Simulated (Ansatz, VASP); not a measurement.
Two plane-wave programs on LiSi2N2

```
Li Si N
1.0
     1.44302   -2.49993   -0.00059
    -4.27074   -2.46795   -0.06571
    -0.11107   -0.05302   -8.54900
Li Si N
2 4 4
Direct
  0.50191 0.46584 0.97305
  0.00185 0.01406 0.99508
  0.50012 0.81932 0.72216
  0.00002 0.32076 0.72564
  0.99930 0.67647 0.40071
  0.49903 0.18414 0.25173
  0.49897 0.84707 0.34455
  0.99906 0.35609 0.32324
  0.99983 0.65877 0.61692
  0.49989 0.15748 0.64693
```

Change from the starting cell: cell x2, atoms moved at random (sigma 0.15 Å) and cell strained at random (1.5 %), then relaxed without symmetry.

Alike in both runs: functional PBE; k mesh 8 × 4 × 4; occupations gaussian, width 0.2 eV; no spin polarisation.

Ansatz relaxed the structure, and its values are those at the end. VASP's run is a single point on that final structure, the one shown.

|  | VASP | Ansatz |
| --- | --- | --- |
| version | VASP 6.6.1 | Ansatz 0.2.0 |
| potentials or method | VASP PAW PBE potentials, release 64 (Li_sv, Si, N), cutoff 520 eV | scalar-relativistic, plane waves, PAW |
| valence electrons in the cell | 42 | 42 |

```csv
,VASP,Ansatz,Ansatz less VASP
gap on the k mesh at the Fermi level (eV),0.18,0.18,+0.003
least direct gap on the mesh (eV),0.71,0.70,-0.004
rms of the force components (eV/Å),0.010,0.005,-0.0043
```

Noted on VASP's run: the cutoff is short for stress, so the pressure is rough.
